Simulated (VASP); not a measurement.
# Na (I4/mmm) in VASP: notebook

Runs on Na. Level: PBEsol. Tasks: single point.

All numbers are computed with VASP 6.6.1; they aren't measurements. Logs are shortened: lines on timing, memory, paths and dates and some standing lists are left out, and cuts for length are marked.

### 1 The cell of the first run

It takes space group I4/mmm (No. 139, tetragonal). The conventional cell has a = 4.079 Å, b = 4.079 Å, c = 5.697 Å, α = 90.00°, β = 90.00°, γ = 90.00°. Na (site symmetry 4/mmm) has 12 Na at 4.05 to 4.08 Å within 5.3 Å.

### 2 Single point, PBEsol (strain +0.080 along x and y, +0.080 along z)

File INCAR:

```
PREC = Accurate ; ENCUT = 520
EDIFF = 1E-6 ; ISMEAR = 0
SIGMA = 0.15 ; LREAL = False
LASPH = True ; NELM = 100
ALGO = Normal ; ISIF = 2
LWAVE = False ; LCHARG = False
GGA = PS ; NBANDS = 10
```

File KPOINTS:

```
regular mesh
0
Gamma
  18 18 18
```

File POSCAR:

```
Na
1.0
   -2.0393543664      2.0393543664      2.8482588144
    2.0393543664     -2.0393543664      2.8482588144
    2.0393543664      2.0393543664     -2.8482588144
Na
1
Direct
    0.0000000000      0.0000000000      0.0000000000
```

Potentials or basis: VASP PAW PBE potentials, release 64 (Na_pv).

Command:

```console
> cat potpaw_PBE.64/Na_pv/POTCAR > POTCAR
> mpirun -np 1 vasp_std > vasp.out
```

OUTCAR:

```text
PREC = Accurate
   ENCUT = 520
   EDIFF = 1E-6
   ISMEAR = 0
   LREAL = False
   LASPH = True
   NELM = 100
   ISIF = 2
   GGA = PS

 ion  position               nearest neighbor table
   1  0.000  0.000  0.000-

  LATTYP: Found a body centered tetragonal cell.
 ALAT       =     4.0787087328
 C/A-ratio  =     1.3966473220

  Lattice vectors:

 A1 = (  -2.0393543664,   2.0393543664,   2.8482588144)
 A2 = (   2.0393543664,  -2.0393543664,   2.8482588144)
 A3 = (   2.0393543664,   2.0393543664,  -2.8482588144)

Analysis of symmetry for initial positions (statically):
=====================================================================
 Subroutine PRICEL returns:
 Original cell was already a primitive cell.

 Routine SETGRP: Setting up the symmetry group for a
 body centered tetragonal supercell.

 Subroutine GETGRP returns: Found 16 space group operations
 (whereof 16 operations were pure point group operations)
 out of a pool of 16 trial point group operations.

The static configuration has the point symmetry D_4h.

Analysis of symmetry for dynamics (positions and initial velocities):
=====================================================================
 Subroutine PRICEL returns:
 Original cell was already a primitive cell.

 Routine SETGRP: Setting up the symmetry group for a
 body centered tetragonal supercell.

 Subroutine GETGRP returns: Found 16 space group operations
 (whereof 16 operations were pure point group operations)
 out of a pool of 16 trial point group operations.

The dynamic configuration has the point symmetry D_4h.

 Subroutine INISYM returns: Found 16 space group operations
 (whereof 16 operations are pure point group operations),
 and found     1 'primitive' translations

----------------------------------------------------------------------------------------

                                     Primitive cell

  volume of cell :      47.3832

  direct lattice vectors                    reciprocal lattice vectors
    -2.039354366  2.039354366  2.848258814     0.000000000  0.245175634  0.175545845
     2.039354366 -2.039354366  2.848258814     0.245175634  0.000000000  0.175545845
     2.039354366  2.039354366 -2.848258814     0.245175634  0.245175634  0.000000000

  length of vectors
     4.053456641  4.053456641  4.053456641     0.301541764  0.301541764  0.346730707

  position of ions in fractional coordinates (direct lattice)
[... 75 lines left out ...]
   ENCUT  =  520.0 eV  38.22 Ry    6.18 a.u.   7.54  7.54  7.54*2*pi/ulx,y,z
   NELM   =    100;   NELMIN=  2; NELMDL= -5     # of ELM steps
   EDIFF  = 0.1E-05   stopping-criterion for ELM
   LREAL  =      F    real-space projection
   EDIFFG = 0.1E-04   stopping-criterion for IOM
   NSW    =      0    number of steps for IOM
   IBRION =     -1    ionic relax: 0-MD 1-quasi-New 2-CG
   NFREE  =      0    steps in history (QN), initial steepest desc. (CG)
   ISIF   =      2    stress and relaxation
   ISYM   =      2    0-nonsym 1-usesym 2-fastsym
   POTIM  = 0.5000    time-step for ionic-motion
   TEBEG  =    0.0;   TEEND  =   0.0 temperature during run
   PSTRESS=    0.0 pullay stress
   NELECT =       7.0000    total number of electrons
   NUPDOWN=      -1.0000    fix difference up-down
   EMIN   =  10.00;   EMAX   =-10.00  energy-range for DOS
   EFERMI =   0.00;   METHOD = LEGACY
   ISMEAR =     0;   SIGMA  =   0.15  broadening in eV -4-tet -1-fermi 0-gaus
   EFERMI_NEDOS =   21; number of points for ismear=-14 and -15
   IALGO  =     38    algorithm
   IMIX   =      4    mixing-type and parameters
     AMIX     =   0.40;   BMIX     =  1.00
     AMIX_MAG =   1.60;   BMIX_MAG =  1.00
  volume/ion in A,a.u.               =      47.38       319.76
  Fermi-wavevector in a.u.,A,eV,Ry     =   0.865431  1.635428 10.190372  0.748971
  Thomas-Fermi vector in A             =   1.983673
   LORBIT       =      0    0 simple, 1 ext, 2 COOP (PROOUT), +10 PAW based schemes
   GGA     = PS    functional components
   LHFCALC =     F    Hartree Fock is set to
   AEXX    =    0.0000 exact exchange contribution
   IVDW    =     0    specifies the selected vdW correction
   LEPSILON=     F    determine dielectric tensor
   LRPA    =     F    only Hartree local field effects (RPA)
 non-spin polarized calculation
 Gauss-broadening in eV      SIGMA  =   0.15
  energy-cutoff  :      520.00
  volume of cell :       47.38
 maximum number of plane-waves:      1299
   NGX = 15   NGY = 15   NGZ = 15

 number of electron       6.9999994 magnetization

 Free energy of the ion-electron system (eV)
  ---------------------------------------------------
  ext. energy  EPLUGINS =         0.00000000
  ---------------------------------------------------
  free energy    TOTEN  =        -1.34888818 eV

  energy without entropy =       -1.34263629  energy(sigma->0) =       -1.34576224

 E-fermi :  -0.2927     XC(G=0):  -5.8909

 val. band max:       -0.2930712250   @ k =  -0.4444   0.3333   0.0556
 cond. band min:      -0.2825048441   @ k =  -0.1111   0.4444   0.0556
 fundamental gap:      0.0105663809
 Fermi energy:        -0.2927353156

 k-point     1 :       0.0000    0.0000    0.0000
  band No.  band energies     occupation
      1     -25.3135      2.00000
      2     -25.3134      2.00000
      3     -25.3134      2.00000
      4      -3.0991      2.00000
      5       9.3750      0.00000
      6       9.3750      0.00000
      7       9.4131      0.00000
      8      10.3139      0.00000
      9      10.3168      0.00000
     10      10.3266      0.00000
[... 287 lines left out ...]
 k-point    24 :      -0.2222    0.0556    0.0000
  band No.  band energies     occupation
      1     -25.3185      2.00000
      2     -25.3145      2.00000
      3     -25.3142      2.00000
      4      -2.4828      2.00000
      5       5.3941      0.00000
      6       8.0744      0.00000
      7       8.5424      0.00000
      8      10.0649      0.00000
      9      10.4159      0.00000
     10      11.2762      0.00000

 [... further k-points ...]
[... 5 lines left out ...]
  --------------------------------------------------------------------------------------
  -------------------------------------------------------------------------------------
  Total       -0.3791171     -0.3791171     -0.3753668      0.0000000      0.0000000      0.0000000
  in kB      -12.8191464    -12.8191464    -12.6923383      0.0000000      0.0000000      0.0000000
  external PRESSURE =     -12.7768770 kB  Pullay stress =       0.0000000 kB

 VOLUME and BASIS-vectors are now :
 -----------------------------------------------------------------------------
  energy-cutoff  :      520.00
  volume of cell :       47.38
      direct lattice vectors                 reciprocal lattice vectors
    -2.039354366  2.039354366  2.848258814     0.000000000  0.245175634  0.175545845
     2.039354366 -2.039354366  2.848258814     0.245175634  0.000000000  0.175545845
     2.039354366  2.039354366 -2.848258814     0.245175634  0.245175634  0.000000000

 POSITION                                       TOTAL-FORCE (eV/Angst)
 -----------------------------------------------------------------------------------
      0.00000      0.00000      0.00000         0.000000     -0.000000     -0.000000
 -----------------------------------------------------------------------------------
    total drift:                               -0.000000     -0.000000      0.000000

  FREE ENERGIE OF THE ION-ELECTRON SYSTEM (eV)
  ---------------------------------------------------
  free  energy   TOTEN  =        -1.3488881819 eV

  energy  without entropy=       -1.3426362886  energy(sigma->0) =       -1.34576224
```

Run time: 4 min. Hardware: 1 thread of Intel Xeon Platinum 8375C at 2.90GHz (Ice Lake), shared host; peak memory 0.3 GiB.

Results:

| Item | Value |
| --- | --- |
| Free energy | -1.3489 eV |
| Pressure | -1.3 GPa |
| Band gap on the k mesh | zero (an odd number of electrons rules out a gap without spin polarisation) |

Levels at points of the mesh, in eV from the Fermi level:
| k point | band 1 | band 2 | band 3 | band 4 | band 5 | band 6 | band 7 | band 8 | band 9 |
| --- | --- | --- | --- | --- | --- | --- | --- | --- | --- |
| (0.00, 0.00, 0.00) | -25.02 | -25.02 | -25.02 | -2.81 | 9.67 | 9.67 | 9.71 | 10.61 | 10.61 |
| (0.50, 0.00, 0.00) | -25.03 | -25.02 | -25.02 | 0.52 | 0.73 | 8.79 | 8.93 | 9.24 | 9.37 |
| (0.50, 0.50, 0.00) | -25.03 | -25.03 | -25.03 | 1.48 | 1.94 | 5.61 | 6.04 | 6.06 | 7.45 |
| (0.50, 0.50, 0.50) | -25.03 | -25.03 | -25.03 | 1.59 | 2.06 | 5.52 | 5.93 | 5.93 | 7.34 |

Caveat: the cell differs from its parent crystal (strain +0.080 along x and y, +0.080 along z); the PAW data sets were made with another functional, which shifts forces and pressure a little.

### 3 Single point, PBEsol (strain +0.000 along x and y, +0.080 along z)

File INCAR:

```
  PREC = Accurate
  ENCUT = 520
  EDIFF = 1E-7
  ISMEAR = 0
  SIGMA = 0.15
  LREAL = F
  LASPH = T
  NELM = 100
  ALGO = Normal
  ISIF = 2
  LWAVE = F
  LCHARG = T
  GGA = PS
  LELF = T
  LVHAR = T
  NBANDS = 10
```

File KPOINTS:

```
Automatic mesh
0
Gamma
  18 18 18
```

File POSCAR:

```
Na
1.0
   -1.8882910800      1.8882910800      2.8482588144
    1.8882910800     -1.8882910800      2.8482588144
    1.8882910800      1.8882910800     -2.8482588144
Na
1
Direct
    0.0000000000      0.0000000000      0.0000000000
```

Potentials or basis: VASP PAW PBE potentials, release 64 (Na_pv).

Command:

```console
> cat potpaw_PBE.64/Na_pv/POTCAR > POTCAR
> mpirun -np 1 vasp_std > vasp.out
```

It took 5 min on 1 thread of Intel Xeon Platinum 8375C at 2.90GHz (Ice Lake), shared host; peak memory 0.27 GiB.

The run converged. Its results:

| Item | Value |
| --- | --- |
| Free energy | -1.3917 eV |
| Pressure | -0.7 GPa |
| Band gap on the k mesh | zero (an odd number of electrons rules out a gap without spin polarisation) |

Stress tensor (GPa, compression positive):
```
-0.65  0.00  0.00
 0.00 -0.65  0.00
 0.00  0.00 -0.81
```

Levels at points of the mesh, in eV from the Fermi level:
```
           k point  band 1  band 2  band 3  band 4  band 5  band 6  band 7  band 8  band 9
(0.00, 0.00, 0.00)  -24.87  -24.87  -24.87   -3.10   10.42   10.64   10.64   11.60   11.88
(0.50, 0.00, 0.00)  -24.90  -24.88  -24.87    0.53    0.88    9.17    9.68   10.06   10.92
(0.50, 0.50, 0.00)  -24.90  -24.88  -24.88    1.86    2.40    5.85    6.45    6.53    8.26
(0.50, 0.50, 0.50)  -24.89  -24.88  -24.88    1.27    1.78    6.36    7.14    7.14    8.83
```

Caveat: the cell differs from its parent crystal (strain +0.000 along x and y, +0.080 along z); the PAW data sets were made with another functional, which shifts forces and pressure a little.

The gap in the log of VASP goes by the Fermi energy; the results here count the filled bands.